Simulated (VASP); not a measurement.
Here is a VASP 6.6.1 calculation.

File INCAR:

```
PREC     = Accurate       # precision mode
ENCUT    = 520            # plane-wave cutoff, eV
EDIFF    = 1E-7           # SCF threshold, eV
ISMEAR   = -1             # smearing method
SIGMA    = 0.1            # smearing width, eV
LREAL    = F              # projectors in reciprocal space
LASPH    = T              # aspherical terms in the spheres
NELM     = 80             # most SCF steps
ALGO     = Normal         # electronic algorithm
ISIF     = 2              # what is computed and relaxed
LWAVE    = F              # write WAVECAR
LCHARG   = F              # write CHGCAR
GGA      = PE             # functional
NBANDS   = 12             # bands
```

Contents of KPOINTS:

```
Automatic mesh
0
Gamma
  17 17 17
```

The input POSCAR:

```
Ta
1.0
   -1.6146884903      1.6146884903      1.6146884903
    1.6146884903     -1.6146884903      1.6146884903
    1.6146884903      1.6146884903     -1.6146884903
Ta
1
Direct
    0.0000000000      0.0000000000      0.0000000000
```

Potentials or basis: VASP PAW PBE potentials, release 64 (Ta_pv).

Launch:

```console
$ cat potpaw_PBE.64/Ta_pv/POTCAR > POTCAR
$ mpirun -np 1 vasp_std > vasp.out
```

(1) What does it give for the pressure?

Results:

(1) 19.3 GPa.
